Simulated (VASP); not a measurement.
Input of a VASP 6.6.1 run:

INCAR

```
SYSTEM = Yb
ALGO     = Normal         ! electronic algorithm
EDIFF    = 1E-6           ! SCF threshold, eV
ENCUT    = 520            ! plane-wave cutoff, eV
GGA      = CA             ! functional
ISIF     = 2              ! what is computed and relaxed
ISMEAR   = 0              ! smearing method
ISPIN    = 2              ! spin polarisation
LASPH    = .TRUE.         ! aspherical terms in the spheres
LCHARG   = .FALSE.        ! write CHGCAR
LMAXMIX  = 6              ! l up to which the mixer works
LORBIT   = 11             ! projections on sites
LREAL    = .FALSE.        ! projectors in reciprocal space
LWAVE    = .FALSE.        ! write WAVECAR
MAGMOM   = 1              ! initial moments
NBANDS   = 22             ! bands
NELM     = 150            ! most SCF steps
PREC     = Accurate       ! precision mode
SIGMA    = 0.02           ! smearing width, eV
```

Contents of KPOINTS:

```
k-points
0
G
  8 8 8
  0 0 0
```

File POSCAR:

```
Yb
1.0
    0.0000000000      2.7431000000      2.7431000000
    2.7431000000      0.0000000000      2.7431000000
    2.7431000000      2.7431000000      0.0000000000
Yb
1
Direct
    0.0000000000      0.0000000000      0.0000000000
```

Potentials or basis: VASP PAW PBE potentials, release 64 (Yb).

The run is started by

```sh
$ cat potpaw_PBE.64/Yb/POTCAR > POTCAR
$ mpirun -np 1 vasp_std > vasp.out
```

Question: What does it give for the net moment?

Answer: 0.00 μB per cell.

Question: Estimate the pressure.

Answer: -5.5 GPa.

Question: Predict the band gap on the k mesh.

Answer: Zero (filled and empty bands touch).

Caveat: the PAW data sets were made with another functional, which shifts forces and pressure a little; spin-orbit coupling is left out, which moves the levels of the heavy elements. The state reached can hang on the start; a lower one may exist.
